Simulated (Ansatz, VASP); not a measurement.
Two plane-wave programs on SiB4C

```
Si B C
1.0
     2.95547    0.00000    0.00000
    -1.47773    2.55951    0.00000
     0.00000    0.00000    6.25087
Si B C
1 4 1
Direct
  0.00000 0.00000 0.50000
  0.33333 0.66667 0.75788
  0.33333 0.66667 0.24212
  0.66667 0.33333 0.75788
  0.66667 0.33333 0.24212
  0.00000 0.00000 0.00000
```

Change from the starting cell: species swapped into the HfTiB4 type (P6/mmm, No. 191).

Alike in both runs: task relaxation of cell and atoms; functional PBE; k mesh 12 × 12 × 6; occupations gaussian, width 0.1 eV; no spin polarisation.

|  | VASP | Ansatz |
| --- | --- | --- |
| version | VASP 6.6.1 | Ansatz 0.2.0 |
| potentials or method | VASP PAW PBE potentials, release 64 (Si, B, C), cutoff 600 eV | scalar-relativistic, plane waves, PAW |
| valence electrons in the cell | 20 | 20 |

|  | VASP | Ansatz | Ansatz less VASP |
| --- | --- | --- | --- |
| gap on the k mesh at the Fermi level, each at its own relaxed structure (eV) | none | none | - |
| relaxed volume (Å³/atom) | 8.01 | 8.01 | -0.005 |
| relaxed length of the cell vector where the two differ most in proportion (Å) | 2.963 | 2.963 | -0.0008 |

A gap of «none» marks a metal or a gap that the smearing closes.
